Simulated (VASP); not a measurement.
# CaO (R3m) in VASP: single point with r2SCAN

Aim: the single point of CaO with r2SCAN.

Everything below comes from runs of VASP 6.6.1. Logs are shortened: lines on timing, memory, paths and dates and some standing lists are left out, and cuts for length are marked.

### Step 1. The cell of the first run

Symmetry: R3m, No. 160, trigonal system. Conventional cell: a = 3.799 Å, b = 3.799 Å, c = 8.777 Å, α = 90.00°, β = 90.00°, γ = 120.00°. Ca (site symmetry 3m) has 4 O at 2.26 to 2.29 Å within 3.0 Å. Within 3.0 Å of O (site symmetry 3m) lie 4 Ca at 2.26 to 2.29 Å.

### Step 2. Single point, r2SCAN (epitaxial 111 strain +3.1%)

File POSCAR:

```
CaO
1.0
   -0.1018737229      2.5846240100      2.5846240100
    2.5846240100     -0.1018737229      2.5846240100
    2.5846240100      2.5846240100     -0.1018737229
Ca O
1 1
Direct
   -0.0034862753     -0.0034862753     -0.0034862753
    0.2534862753      0.2534862753      0.2534862753
```

File INCAR.step1:

```
PREC = Accurate
ENCUT = 520
ISMEAR = 0
SIGMA = 0.01
LREAL = False
LASPH = True
NELM = 60
NBANDS = 15
GGA = PE
ALGO = Normal
EDIFF = 1E-4
LWAVE = True
LCHARG = False
```

File INCAR.step2:

```
PREC = Accurate
ENCUT = 520
EDIFF = 1E-6
ISMEAR = 0
SIGMA = 0.01
LREAL = False
LASPH = True
NELM = 60
ALGO = Normal
ISIF = 2
LWAVE = False
LCHARG = False
METAGGA = R2SCAN
LMIXTAU = True
NBANDS = 15
ISTART = 1
```

File KPOINTS:

```
Automatic mesh
0
Gamma
  8 8 8
```

Potentials or basis: VASP PAW PBE potentials, release 64 (Ca_sv, O).

The run is started by

```bash
$ cat potpaw_PBE.64/Ca_sv/POTCAR potpaw_PBE.64/O/POTCAR > POTCAR
$ cp INCAR.step1 INCAR
$ mpirun -np 1 vasp_std > vasp.out
$ cp INCAR.step2 INCAR
$ mpirun -np 1 vasp_std > vasp.out
```

OUTCAR:

```text
PREC = Accurate
   ENCUT = 520
   EDIFF = 1E-6
   ISMEAR = 0
   LREAL = False
   LASPH = True
   NELM = 60
   ISIF = 2
   METAGGA = R2SCAN
   ISTART = 1

 ion  position               nearest neighbor table
   1  0.997  0.997  0.997-   2 2.26   2 2.29   2 2.29   2 2.29
   2  0.253  0.253  0.253-   1 2.26   1 2.29   1 2.29   1 2.29

  LATTYP: Found a trigonal (rhomboedric) cell.
 ALAT       =     3.6566297053
 COS(alpha) =     0.4602272064

  Lattice vectors:

 A1 = (  -0.1018737229,   2.5846240100,   2.5846240100)
 A2 = (   2.5846240100,  -0.1018737229,   2.5846240100)
 A3 = (   2.5846240100,   2.5846240100,  -0.1018737229)

Analysis of symmetry for initial positions (statically):
=====================================================================
 Subroutine PRICEL returns:
 Original cell was already a primitive cell.

 Routine SETGRP: Setting up the symmetry group for a
 trigonal (rhombohedral) supercell.

 Subroutine GETGRP returns: Found  6 space group operations
 (whereof  6 operations were pure point group operations)
 out of a pool of 12 trial point group operations.

The static configuration has the point symmetry C_3v.

Analysis of symmetry for dynamics (positions and initial velocities):
=====================================================================
 Subroutine PRICEL returns:
 Original cell was already a primitive cell.

 Routine SETGRP: Setting up the symmetry group for a
 trigonal (rhombohedral) supercell.

 Subroutine GETGRP returns: Found  6 space group operations
 (whereof  6 operations were pure point group operations)
 out of a pool of 12 trial point group operations.

The dynamic configuration has the point symmetry C_3v.

 Subroutine INISYM returns: Found  6 space group operations
 (whereof  6 operations are pure point group operations),
 and found     1 'primitive' translations

----------------------------------------------------------------------------------------

                                     Primitive cell

  volume of cell :      36.5726

  direct lattice vectors                    reciprocal lattice vectors
    -0.101873723  2.584624010  2.584624010    -0.182374275  0.189857567  0.189857567
     2.584624010 -0.101873723  2.584624010     0.189857567 -0.182374275  0.189857567
     2.584624010  2.584624010 -0.101873723     0.189857567  0.189857567 -0.182374275

  length of vectors
     3.656629705  3.656629705  3.656629705     0.324579987  0.324579987  0.324579987

  position of ions in fractional coordinates (direct lattice)
     0.996513725  0.996513725  0.996513725
     0.253486275  0.253486275  0.253486275

  ion indices of the primitive-cell ions
   primitive index   ion index
                 1           1
                 2           2

----------------------------------------------------------------------------------------

 KPOINTS: Automatic mesh

Automatic generation of k-mesh.
 Grid dimensions read from file:
 generate k-points for:    8    8    8

 Generating k-lattice:

  Cartesian coordinates                     Fractional coordinates (reciprocal lattice)
    -0.022796784  0.023732196  0.023732196     0.125000000  0.000000000  0.000000000
     0.023732196 -0.022796784  0.023732196     0.000000000  0.125000000  0.000000000
     0.023732196  0.023732196 -0.022796784     0.000000000  0.000000000  0.125000000

  Length of vectors
     0.040572498  0.040572498  0.040572498

  Shift w.r.t. Gamma in fractional coordinates (k-lattice)
     0.000000000  0.000000000  0.000000000

 Subroutine IBZKPT returns following result:
 ===========================================

 Found     65 irreducible k-points:

 Following reciprocal coordinates:
            Coordinates               Weight
  0.000000  0.000000  0.000000      1.000000
  0.125000  0.000000  0.000000      6.000000
  0.250000  0.000000  0.000000      6.000000
  0.375000  0.000000  0.000000      6.000000
  0.500000  0.000000  0.000000      3.000000
  0.125000  0.125000  0.000000      6.000000
[... 16 lines left out ...]
  0.250000  0.125000  0.125000      6.000000
  0.375000  0.125000  0.125000      6.000000
 [... further k-points ...]
   k-points           NKPTS =     65   k-points in BZ     NKDIM =     65   number of bands    NBANDS=     15
   number of dos      NEDOS =    301   number of ions     NIONS =      2
   total plane-waves  NPLWV =  21952
   dimension x,y,z NGX =    28 NGY =   28 NGZ =   28
   dimension x,y,z NGXF=    56 NGYF=   56 NGZF=   56
   ions per type =               1   1
   NGX,Y,Z   is equivalent  to a cutoff of  12.73, 12.73, 12.73 a.u.
   NGXF,Y,Z  is equivalent  to a cutoff of  25.46, 25.46, 25.46 a.u.
 SYSTEM =  unknown system
   PREC   = accura    normal or accurate (medium, high low for compatibility)
   ISTART =      1    job   : 0-new  1-cont  2-samecut
   ICHARG =      0    charge: 1-file 2-atom 10-const
   ISPIN  =      1    spin polarized calculation?
   LNONCOLLINEAR =      F non collinear calculations
   LSORBIT =      F    spin-orbit coupling
   LASPH  =      T    aspherical Exc in radial PAW
   ENCUT  =  520.0 eV  38.22 Ry    6.18 a.u.   6.80  6.80  6.80*2*pi/ulx,y,z
   NELM   =     60;   NELMIN=  2; NELMDL=  0     # of ELM steps
   EDIFF  = 0.1E-05   stopping-criterion for ELM
   LREAL  =      F    real-space projection
   EDIFFG = 0.1E-04   stopping-criterion for IOM
   NSW    =      0    number of steps for IOM
   IBRION =     -1    ionic relax: 0-MD 1-quasi-New 2-CG
   NFREE  =      0    steps in history (QN), initial steepest desc. (CG)
   ISIF   =      2    stress and relaxation
   ISYM   =      2    0-nonsym 1-usesym 2-fastsym
   POTIM  = 0.5000    time-step for ionic-motion
   TEBEG  =    0.0;   TEEND  =   0.0 temperature during run
   PSTRESS=    0.0 pullay stress
   NELECT =      16.0000    total number of electrons
   NUPDOWN=      -1.0000    fix difference up-down
   EMIN   =  10.00;   EMAX   =-10.00  energy-range for DOS
   EFERMI =   0.00;   METHOD = LEGACY
   ISMEAR =     0;   SIGMA  =   0.01  broadening in eV -4-tet -1-fermi 0-gaus
   EFERMI_NEDOS =   21; number of points for ismear=-14 and -15
   IALGO  =     38    algorithm
   IMIX   =      4    mixing-type and parameters
     AMIX     =   0.40;   BMIX     =  1.00
     AMIX_MAG =   1.60;   BMIX_MAG =  1.00
  volume/ion in A,a.u.               =      18.29       123.40
  Fermi-wavevector in a.u.,A,eV,Ry     =   1.242786  2.348524 21.014413  1.544516
  Thomas-Fermi vector in A             =   2.377125
   LORBIT       =      0    0 simple, 1 ext, 2 COOP (PROOUT), +10 PAW based schemes
   METAGGA = R2SCAN    functional components
   LHFCALC =     F    Hartree Fock is set to
   AEXX    =    0.0000 exact exchange contribution
   IVDW    =     0    specifies the selected vdW correction
   LEPSILON=     F    determine dielectric tensor
   LRPA    =     F    only Hartree local field effects (RPA)
 non-spin polarized calculation
 Gauss-broadening in eV      SIGMA  =   0.01
  energy-cutoff  :      520.00
  volume of cell :       36.57
 maximum number of plane-waves:       994
   NGX = 13   NGY = 13   NGZ = 13

 number of electron      16.0000001 magnetization

 Free energy of the ion-electron system (eV)
  ---------------------------------------------------
  ext. energy  EPLUGINS =         0.00000000
  ---------------------------------------------------
  free energy    TOTEN  =       -18.91978491 eV

  energy without entropy =      -18.91978491  energy(sigma->0) =      -18.91978491

 E-fermi :   0.1301     XC(G=0):  -9.4357

 val. band max:        0.0485744002   @ k =   0.5000   0.5000   0.0000
 cond. band min:       3.6306258378   @ k =   0.0000   0.0000   0.0000
 fundamental gap:      3.5820514376
 Fermi energy:         0.1301163133

 k-point     1 :       0.0000    0.0000    0.0000
  band No.  band energies     occupation
      1     -38.7140      2.00000
      2     -18.7879      2.00000
      3     -18.7743      2.00000
      4     -18.7743      2.00000
      5     -15.6777      2.00000
      6      -0.6035      2.00000
      7      -0.6035      2.00000
      8      -0.4137      2.00000
      9       3.6306      0.00000
     10       8.4943      0.00000
     11       8.4943      0.00000
     12      10.0604      0.00000
     13      10.0604      0.00000
     14      10.0783      0.00000
     15      16.5736      0.00000

 k-point     2 :       0.1250    0.0000    0.0000
  band No.  band energies     occupation
      1     -38.7086      2.00000
      2     -18.8969      2.00000
      3     -18.7882      2.00000
      4     -18.7799      2.00000
      5     -15.5625      2.00000
      6      -0.7500      2.00000
      7      -0.5554      2.00000
      8      -0.3941      2.00000
      9       4.1501      0.00000
     10       8.2832      0.00000
     11       8.3746      0.00000
     12       9.8249      0.00000
     13      10.1760      0.00000
     14      10.2396      0.00000
     15      15.1045      0.00000

 k-point     3 :       0.2500    0.0000    0.0000
  band No.  band energies     occupation
      1     -38.6956      2.00000
      2     -19.1460      2.00000
      3     -18.8051      2.00000
      4     -18.7933      2.00000
      5     -15.3195      2.00000
      6      -0.9609      2.00000
      7      -0.4433      2.00000
      8      -0.3289      2.00000
      9       5.2554      0.00000
     10       8.0137      0.00000
     11       8.2918      0.00000
     12       9.3491      0.00000
     13      10.1777      0.00000
     14      10.3781      0.00000
     15      13.2400      0.00000
[... 343 lines left out ...]
 k-point    23 :       0.2500    0.1250    0.1250
  band No.  band energies     occupation
      1     -38.6984      2.00000
      2     -19.0516      2.00000
      3     -18.8146      2.00000
      4     -18.7856      2.00000
      5     -15.4149      2.00000
      6      -0.8591      2.00000
      7      -0.5041      2.00000
      8      -0.4230      2.00000
      9       4.9289      0.00000
     10       7.8391      0.00000
     11       8.3593      0.00000
     12       9.7522      0.00000
     13      10.1806      0.00000
     14      10.3902      0.00000
     15      14.6311      0.00000

 k-point    24 :       0.3750    0.1250    0.1250
  band No.  band energies     occupation
      1     -38.6853      2.00000
      2     -19.2634      2.00000
      3     -18.8510      2.00000
      4     -18.7990      2.00000
      5     -15.1927      2.00000
      6      -0.9826      2.00000
      7      -0.3897      2.00000
      8      -0.3501      2.00000
      9       5.8778      0.00000
     10       7.6465      0.00000
     11       8.2510      0.00000
     12       9.4911      0.00000
     13      10.2566      0.00000
     14      10.3157      0.00000
     15      13.1238      0.00000

 [... further k-points ...]
[... 5 lines left out ...]
  --------------------------------------------------------------------------------------
  -------------------------------------------------------------------------------------
  Total       -0.4189867     -0.4189867     -0.4189867      0.3120517      0.3120517      0.3120517
  in kB      -18.3550209    -18.3550209    -18.3550209     13.6704007     13.6704007     13.6704007
  external PRESSURE =     -18.3550209 kB  Pullay stress =       0.0000000 kB

 VOLUME and BASIS-vectors are now :
 -----------------------------------------------------------------------------
  energy-cutoff  :      520.00
  volume of cell :       36.57
      direct lattice vectors                 reciprocal lattice vectors
    -0.101873723  2.584624010  2.584624010    -0.182374275  0.189857567  0.189857567
     2.584624010 -0.101873723  2.584624010     0.189857567 -0.182374275  0.189857567
     2.584624010  2.584624010 -0.101873723     0.189857567  0.189857567 -0.182374275

 POSITION                                       TOTAL-FORCE (eV/Angst)
 -----------------------------------------------------------------------------------
      5.04971      5.04971      5.04971        -0.011171     -0.011171     -0.011171
      1.28451      1.28451      1.28451         0.011171      0.011171      0.011171
 -----------------------------------------------------------------------------------
    total drift:                                0.000515      0.000515      0.000515

  FREE ENERGIE OF THE ION-ELECTRON SYSTEM (eV)
  ---------------------------------------------------
  free  energy   TOTEN  =       -18.9197849103 eV

  energy  without entropy=      -18.9197849103  energy(sigma->0) =      -18.91978491
```

Wall time 4.8 min (1 thread of Intel Xeon 8259CL, shared host); peak memory 0.19 GiB.

Results:

```
Free energy            : -18.9198 eV
Pressure               : -1.8 GPa
Largest force          : 0.019 eV/Å
Band gap on the k mesh : 3.58 eV (least direct gap 4.04 eV)
```

Forces in eV/Å, atoms in the order of the input:
```
Ca  -0.011 -0.011 -0.011
O    0.011  0.011  0.011
```

Caveat: the cell differs from its parent crystal (epitaxial 111 strain +3.1%); the PAW data sets were made with another functional, which shifts forces and pressure a little. A k mesh can miss the band edges.
